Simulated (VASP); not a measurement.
Here is a VASP 6.6.1 calculation.

The input INCAR:

```
SYSTEM = La2O3
PREC = Accurate
ENCUT = 520
EDIFF = 1E-6
ISMEAR = 0
SIGMA = 0.01
LREAL = .FALSE.
LASPH = .TRUE.
NELM = 60
ALGO = Normal
ISIF = 2
LWAVE = .FALSE.
LCHARG = .FALSE.
GGA = PE
NBANDS = 28
```

KPOINTS

```
Automatic mesh
0
G
  6 6 4
  0 0 0
```

The input POSCAR:

```
La2O3
1.0
    3.8977446903      0.0000000000      0.0000000000
   -1.9488723452      3.3755453197      0.0000000000
    0.0000000000      0.0000000000      6.0605906136
La O
2 3
Direct
    0.6666666667      0.3333333333      0.7537640000
    0.3333333333      0.6666666667      0.2462360000
    0.6666666667      0.3333333333      0.3541090000
    0.3333333333      0.6666666667      0.6458910000
    0.0000000000      0.0000000000      0.0000000000
```

Potentials or basis: VASP PAW PBE potentials, release 64 (La, O).

Command:

```console
$ cat potpaw_PBE.64/La/POTCAR potpaw_PBE.64/O/POTCAR > POTCAR
$ mpirun -np 1 vasp_std > vasp.out
```

Q: What does it give for the band gap on the k mesh?

A: 3.87 eV, indirect (least direct gap 3.96 eV).

Q: Estimate the pressure.

A: 5.2 GPa.

Q: What does it give for the largest force?

A: 0.200 eV/Å.

Forces on the atoms (eV/Å):
```
La   0.000  0.000  0.200
La   0.000  0.000 -0.200
O    0.000  0.000  0.017
O    0.000  0.000 -0.017
O    0.000  0.000  0.000
```

Caveat: spin-orbit coupling is left out, which moves the levels of the heavy elements. A k mesh can miss the band edges.
